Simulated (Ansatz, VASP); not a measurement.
# Two plane-wave programs on Cr

Contents of INCAR:

```
SYSTEM = Cr
ALGO = Normal ; EDIFF = 1E-7
ENCUT = 520 ; GGA = PS
ISIF = 2 ; ISMEAR = -1
LASPH = .True. ; LCHARG = .False.
LREAL = .False. ; LWAVE = .False.
NBANDS = 32 ; NELM = 60
PREC = Accurate ; SIGMA = 0.1
```

KPOINTS

```
k-points
0
Gamma
  16 16 4
  0 0 0
```

Contents of POSCAR:

```
Cr
1.0
    2.5682786552      0.0000000000      0.0000000000
   -1.2841393276      2.2241945594      0.0000000000
    0.0000000000      0.0000000000      9.0046029988
Cr
4
Direct
    1.0000000000      0.0000000000      0.0000000000
    1.0000000000      0.0000000000      0.5000000000
    0.3333333333      0.6666666667      0.2500000000
    0.6666666667      0.3333333333      0.7500000000
```

Input for Ansatz:

```yaml
crystal:
  lattice:
    - [2.5682786552, 0.0, 0.0]
    - [-1.2841393276, 2.2241945594, 0.0]
    - [0.0, 0.0, 9.0046029988]
  atoms:
    - { symbol: Cr, position: [1.0, 0.0, 0.0] }
    - { symbol: Cr, position: [1.0, 0.0, 0.5] }
    - { symbol: Cr, position: [0.3333333333, 0.6666666667, 0.25] }
    - { symbol: Cr, position: [0.6666666667, 0.3333333333, 0.75] }
hamiltonian:
  xc: pbesol
  pseudopotentials:
    kind: paw
    azcp:
      Cr: "pseudopotentials/Cr.paw.azcp"
basis:
  ecutwfc: 420
  fft_grid_basis: typed
kpoints:
  mp_grid: { grid: [16, 16, 4], shift: [0, 0, 0] }
magnetization:
  spin_polarized: false
scf:
  occupations: { method: fermi_dirac, width: 0.1 }
  lower_state_search: "off"
output:
  stress: true
  write_density: true
  write_potential: true
  elf: true
  volumetric_format: npy
```

Alike in both runs: task single point; functional PBEsol; k mesh 16 × 16 × 4; occupations fermi-dirac, width 0.1 eV; no spin polarisation.

|  | VASP | Ansatz |
| --- | --- | --- |
| version | VASP 6.6.1 | Ansatz 0.2.0 |
| potentials or method | VASP PAW PBE potentials, release 64 (Cr_pv), cutoff 520 eV | plane waves (420 eV) with PAW, scalar-relativistic |
| valence electrons in the cell | 48 | 56 |

Ansatz gave:

* pressure (GPa): -23.0
* traceless stress, the component that is largest in VASP (GPa): 1.16

Question: Which values does VASP return?

Answer: Pressure (GPa): -23.3; traceless stress, the component that is largest in VASP (GPa): 1.23.

VASP's potentials were made for PBE, not for PBEsol, and Ansatz warns of the same on its side. The functional is the same, so the differences come from potentials, cutoffs and numerics. VASP's potentials hold 48 valence electrons a cell and Ansatz's 56, so a difference there can come from the potentials and not from the codes.
